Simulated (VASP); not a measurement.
# SnO2 (Pnnm) in VASP: a series of runs

The runs below take SnO2 through single point, with LDA.

Program: VASP 6.6.1. These are calculated values, not measurements. Logs are shortened: lines on timing, memory, paths and dates and some standing lists are left out, and cuts for length are marked.

### Step 1. The cell of the first run

The typed cell holds 6 atoms: a = 4.863 Å, b = 4.866 Å, c = 3.142 Å, α = 90.00°, β = 90.00°, γ = 90.00°.

### Step 2. Single point, LDA (strain +0.030 along x and y, -0.015 along z)

Input file INCAR:

```
SYSTEM = SnO2
ALGO     = Normal         ! electronic algorithm
EDIFF    = 1E-7           ! SCF threshold, eV
ENCUT    = 520            ! plane-wave cutoff, eV
GGA      = CA             ! functional
ISIF     = 2              ! what is computed and relaxed
ISMEAR   = 0              ! smearing method
LASPH    = .True.         ! aspherical terms in the spheres
LCHARG   = .False.        ! write CHGCAR
LREAL    = .False.        ! projectors in reciprocal space
LWAVE    = .False.        ! write WAVECAR
NBANDS   = 35             ! bands
NELM     = 100            ! most SCF steps
PREC     = Accurate       ! precision mode
SIGMA    = 0.05           ! smearing width, eV
```

Input file KPOINTS:

```
k-points
0
Gamma
  6 6 8
  0 0 0
```

Input file POSCAR:

```
SnO2
1.0
    4.8629096204      0.0000000000      0.0000000000
    0.0000000000      4.8659738742      0.0000000000
    0.0000000000      0.0000000000      3.1421691089
Sn O
2 4
Direct
    0.5000000000      0.5000000000      0.5000000000
    0.0000000000      0.0000000000      0.0000000000
    0.3055669685      0.3065721192      0.0000000000
    0.8055669685      0.1934278808      0.5000000000
    0.1944330315      0.8065721192      0.5000000000
    0.6944330315      0.6934278808      0.0000000000
```

Potentials or basis: VASP PAW LDA potentials, release 64 (Sn_d, O).

The run is started by

```console
$ cat potpaw_LDA.64/Sn_d/POTCAR potpaw_LDA.64/O/POTCAR > POTCAR
$ mpirun -np 1 vasp_std > vasp.out
```

OUTCAR:

```text
SYSTEM = SnO2
   EDIFF = 1E-7
   ENCUT = 520
   GGA = CA
   ISIF = 2
   ISMEAR = 0
   LASPH = .True.
   LREAL = .False.
   NELM = 100
   PREC = Accurate

 ion  position               nearest neighbor table
   1  0.500  0.500  0.500-   3 2.06   6 2.06   3 2.06   6 2.06   5 2.11   4 2.11
   2  0.000  0.000  0.000-   4 2.06   5 2.06   4 2.06   5 2.06   3 2.11   6 2.11
   3  0.306  0.307  0.000-   1 2.06   1 2.06   2 2.11
   4  0.806  0.193  0.500-   2 2.06   2 2.06   1 2.11
   5  0.194  0.807  0.500-   2 2.06   2 2.06   1 2.11
   6  0.694  0.693  0.000-   1 2.06   1 2.06   2 2.11

  LATTYP: Found a simple orthorhombic cell.
 ALAT       =     3.1421691089
 B/A-ratio  =     1.5476282313
 C/A-ratio  =     1.5486034346

  Lattice vectors:

 A1 = (   0.0000000000,   0.0000000000,   3.1421691089)
 A2 = (   4.8629096204,   0.0000000000,   0.0000000000)
 A3 = (   0.0000000000,   4.8659738742,   0.0000000000)

Analysis of symmetry for initial positions (statically):
=====================================================================
 Subroutine PRICEL returns:
 Original cell was already a primitive cell.

 Routine SETGRP: Setting up the symmetry group for a
 simple orthorhombic supercell.

 Subroutine GETGRP returns: Found  8 space group operations
 (whereof  4 operations were pure point group operations)
 out of a pool of  8 trial point group operations.

The static configuration has the point symmetry C_2h.
 The point group associated with its full space group is D_2h.

Analysis of symmetry for dynamics (positions and initial velocities):
=====================================================================
 Subroutine PRICEL returns:
 Original cell was already a primitive cell.

 Routine SETGRP: Setting up the symmetry group for a
 simple orthorhombic supercell.

 Subroutine GETGRP returns: Found  8 space group operations
 (whereof  4 operations were pure point group operations)
 out of a pool of  8 trial point group operations.

The dynamic configuration has the point symmetry C_2h.
 The point group associated with its full space group is D_2h.

 Subroutine INISYM returns: Found  8 space group operations
 (whereof  4 operations are pure point group operations),
 and found     1 'primitive' translations

----------------------------------------------------------------------------------------

                                     Primitive cell

  volume of cell :      74.3525

  direct lattice vectors                    reciprocal lattice vectors
     4.862909620  0.000000000  0.000000000     0.205638204  0.000000000  0.000000000
     0.000000000  4.865973874  0.000000000     0.000000000  0.205508707  0.000000000
     0.000000000  0.000000000  3.142169109     0.000000000  0.000000000  0.318251490

  length of vectors
     4.862909620  4.865973874  3.142169109     0.205638204  0.205508707  0.318251490

  position of ions in fractional coordinates (direct lattice)
     0.500000000  0.500000000  0.500000000
     0.000000000  0.000000000  0.000000000
     0.305566969  0.306572119  0.000000000
     0.805566969  0.193427881  0.500000000
     0.194433031  0.806572119  0.500000000
     0.694433031  0.693427881  0.000000000

  ion indices of the primitive-cell ions
   primitive index   ion index
                 1           1
                 2           2
                 3           3
                 4           4
                 5           5
                 6           6

----------------------------------------------------------------------------------------

 KPOINTS: k-points

Automatic generation of k-mesh.
 Grid dimensions read from file:
 generate k-points for:    6    6    8

 Generating k-lattice:

  Cartesian coordinates                     Fractional coordinates (reciprocal lattice)
     0.034273034  0.000000000  0.000000000     0.166666667  0.000000000  0.000000000
     0.000000000  0.034251451  0.000000000     0.000000000  0.166666667  0.000000000
     0.000000000  0.000000000  0.039781436     0.000000000  0.000000000  0.125000000

  Length of vectors
     0.034273034  0.034251451  0.039781436

  Shift w.r.t. Gamma in fractional coordinates (k-lattice)
     0.000000000  0.000000000  0.000000000

 Subroutine IBZKPT returns following result:
 ===========================================

 Found     80 irreducible k-points:

 Following reciprocal coordinates:
            Coordinates               Weight
  0.000000  0.000000  0.000000      1.000000
  0.166667  0.000000  0.000000      2.000000
  0.333333  0.000000  0.000000      2.000000
  0.500000  0.000000  0.000000      1.000000
  0.000000  0.166667  0.000000      2.000000
  0.166667  0.166667  0.000000      4.000000
[... 16 lines left out ...]
  0.333333  0.166667  0.125000      8.000000
  0.500000  0.166667  0.125000      4.000000
 [... further k-points ...]
   k-points           NKPTS =     80   k-points in BZ     NKDIM =     80   number of bands    NBANDS=     35
   number of dos      NEDOS =    301   number of ions     NIONS =      6
   total plane-waves  NPLWV =  31104
   dimension x,y,z NGX =    36 NGY =   36 NGZ =   24
   dimension x,y,z NGXF=    72 NGYF=   72 NGZF=   48
   ions per type =               2   4
   NGX,Y,Z   is equivalent  to a cutoff of  12.31, 12.30, 12.70 a.u.
   NGXF,Y,Z  is equivalent  to a cutoff of  24.61, 24.60, 25.40 a.u.
 SYSTEM =  SnO2
   PREC   = accura    normal or accurate (medium, high low for compatibility)
   ISTART =      0    job   : 0-new  1-cont  2-samecut
   ICHARG =      2    charge: 1-file 2-atom 10-const
   ISPIN  =      1    spin polarized calculation?
   LNONCOLLINEAR =      F non collinear calculations
   LSORBIT =      F    spin-orbit coupling
   LASPH  =      T    aspherical Exc in radial PAW
   ENCUT  =  520.0 eV  38.22 Ry    6.18 a.u.   9.04  9.05  5.84*2*pi/ulx,y,z
   NELM   =    100;   NELMIN=  2; NELMDL= -5     # of ELM steps
   EDIFF  = 0.1E-06   stopping-criterion for ELM
   LREAL  =      F    real-space projection
   EDIFFG = 0.1E-05   stopping-criterion for IOM
   NSW    =      0    number of steps for IOM
   IBRION =     -1    ionic relax: 0-MD 1-quasi-New 2-CG
   NFREE  =      0    steps in history (QN), initial steepest desc. (CG)
   ISIF   =      2    stress and relaxation
   ISYM   =      2    0-nonsym 1-usesym 2-fastsym
   POTIM  = 0.5000    time-step for ionic-motion
   TEBEG  =    0.0;   TEEND  =   0.0 temperature during run
   PSTRESS=    0.0 pullay stress
   NELECT =      52.0000    total number of electrons
   NUPDOWN=      -1.0000    fix difference up-down
   EMIN   =  10.00;   EMAX   =-10.00  energy-range for DOS
   EFERMI =   0.00;   METHOD = LEGACY
   ISMEAR =     0;   SIGMA  =   0.05  broadening in eV -4-tet -1-fermi 0-gaus
   EFERMI_NEDOS =   21; number of points for ismear=-14 and -15
   IALGO  =     38    algorithm
   IMIX   =      4    mixing-type and parameters
     AMIX     =   0.40;   BMIX     =  1.00
     AMIX_MAG =   1.60;   BMIX_MAG =  1.00
  volume/ion in A,a.u.               =      12.39        83.63
  Fermi-wavevector in a.u.,A,eV,Ry     =   1.453151  2.746057 28.730716  2.111648
  Thomas-Fermi vector in A             =   2.570451
   LORBIT       =      0    0 simple, 1 ext, 2 COOP (PROOUT), +10 PAW based schemes
   GGA     = CA    functional components
   LHFCALC =     F    Hartree Fock is set to
   AEXX    =    0.0000 exact exchange contribution
   IVDW    =     0    specifies the selected vdW correction
   LEPSILON=     F    determine dielectric tensor
   LRPA    =     F    only Hartree local field effects (RPA)
 non-spin polarized calculation
 Gauss-broadening in eV      SIGMA  =   0.05
  energy-cutoff  :      520.00
  volume of cell :       74.35
 maximum number of plane-waves:      2024
   NGX = 19   NGY = 19   NGZ = 11

 number of electron      51.9999999 magnetization

 Free energy of the ion-electron system (eV)
  ---------------------------------------------------
  ext. energy  EPLUGINS =         0.00000000
  ---------------------------------------------------
  free energy    TOTEN  =       -42.17639687 eV

  energy without entropy =      -42.17639687  energy(sigma->0) =      -42.17639687

 E-fermi :   5.6577     XC(G=0): -11.5836

 val. band max:        5.3998053093   @ k =   0.0000   0.0000   0.0000
 cond. band min:       6.2505175474   @ k =   0.0000   0.0000   0.0000
 fundamental gap:      0.8507122381
 Fermi energy:         5.6577064449

 k-point     1 :       0.0000    0.0000    0.0000
  band No.  band energies     occupation
      1     -15.5833      2.00000
      2     -14.9672      2.00000
      3     -14.6569      2.00000
      4     -14.6318      2.00000
      5     -14.6317      2.00000
      6     -14.5131      2.00000
[... 27 lines left out ...]
     34      16.5675      0.00000
     35      17.3731      0.00000

 k-point     2 :       0.1667    0.0000    0.0000
  band No.  band energies     occupation
      1     -15.5474      2.00000
      2     -15.0068      2.00000
      3     -14.6546      2.00000
      4     -14.6304      2.00000
      5     -14.6302      2.00000
      6     -14.5447      2.00000
[... 27 lines left out ...]
     34      16.6064      0.00000
     35      17.3552      0.00000

 k-point     3 :       0.3333    0.0000    0.0000
  band No.  band energies     occupation
      1     -15.4443      2.00000
      2     -15.1261      2.00000
      3     -14.6470      2.00000
      4     -14.6274      2.00000
      5     -14.6272      2.00000
      6     -14.5975      2.00000
[... 27 lines left out ...]
     34      16.8959      0.00000
     35      17.3148      0.00000
[... 723 lines left out ...]
 k-point    23 :       0.3333    0.1667    0.1250
  band No.  band energies     occupation
      1     -15.3687      2.00000
      2     -15.1069      2.00000
      3     -14.7784      2.00000
      4     -14.7717      2.00000
      5     -14.6078      2.00000
      6     -14.5612      2.00000
[... 27 lines left out ...]
     34      17.0614      0.00000
     35      17.2771      0.00000

 k-point    24 :       0.5000    0.1667    0.1250
  band No.  band energies     occupation
      1     -15.2480      2.00000
      2     -15.2480      2.00000
      3     -14.7753      2.00000
      4     -14.7753      2.00000
      5     -14.5871      2.00000
      6     -14.5871      2.00000
[... 27 lines left out ...]
     34      17.1353      0.00000
     35      17.4263      0.00000

 [... further k-points ...]
[... 5 lines left out ...]
  --------------------------------------------------------------------------------------
  -------------------------------------------------------------------------------------
  Total       -3.8861345     -3.8902695     -0.3082074      0.0000000      0.0000000      0.0000000
  in kB      -83.7399863    -83.8290879     -6.6413764      0.0000000      0.0000000      0.0000000
  external PRESSURE =     -58.0701502 kB  Pullay stress =       0.0000000 kB

 VOLUME and BASIS-vectors are now :
 -----------------------------------------------------------------------------
  energy-cutoff  :      520.00
  volume of cell :       74.35
      direct lattice vectors                 reciprocal lattice vectors
     4.862909620  0.000000000  0.000000000     0.205638204  0.000000000  0.000000000
     0.000000000  4.865973874  0.000000000     0.000000000  0.205508707  0.000000000
     0.000000000  0.000000000  3.142169109     0.000000000  0.000000000  0.318251490

 POSITION                                       TOTAL-FORCE (eV/Angst)
 -----------------------------------------------------------------------------------
      2.43145      2.43299      1.57108        -0.000000      0.000000      0.000000
      0.00000      0.00000      0.00000        -0.000000      0.000000      0.000000
      1.48594      1.49177      0.00000         0.028577      0.024501     -0.000000
      3.91740      0.94122      1.57108         0.028577     -0.024501      0.000000
      0.94551      3.92476      1.57108        -0.028577      0.024501      0.000000
      3.37697      3.37420      0.00000        -0.028577     -0.024501      0.000000
 -----------------------------------------------------------------------------------
    total drift:                                0.000000      0.000000      0.000000

  FREE ENERGIE OF THE ION-ELECTRON SYSTEM (eV)
  ---------------------------------------------------
  free  energy   TOTEN  =       -42.1763968745 eV

  energy  without entropy=      -42.1763968745  energy(sigma->0) =      -42.17639687
```

It took 66 s on 1 thread of Intel Xeon 6975P-C (Granite Rapids), shared host; peak memory 0.26 GiB.

What came out:

```
Free energy            : -42.1764 eV
Pressure               : -5.8 GPa
Largest force          : 0.038 eV/Å
Band gap on the k mesh : 0.85 eV, direct
```

Forces on the atoms (eV/Å):
```
Sn   0.000  0.000  0.000
Sn   0.000  0.000  0.000
O    0.029  0.025  0.000
O    0.029 -0.025  0.000
O   -0.029  0.025  0.000
O   -0.029 -0.025  0.000
```

Caveat: the cell differs from its parent crystal (strain +0.030 along x and y, -0.015 along z); spin-orbit coupling is left out, which moves the levels of the heavy elements.

[end of part 1 of 2]
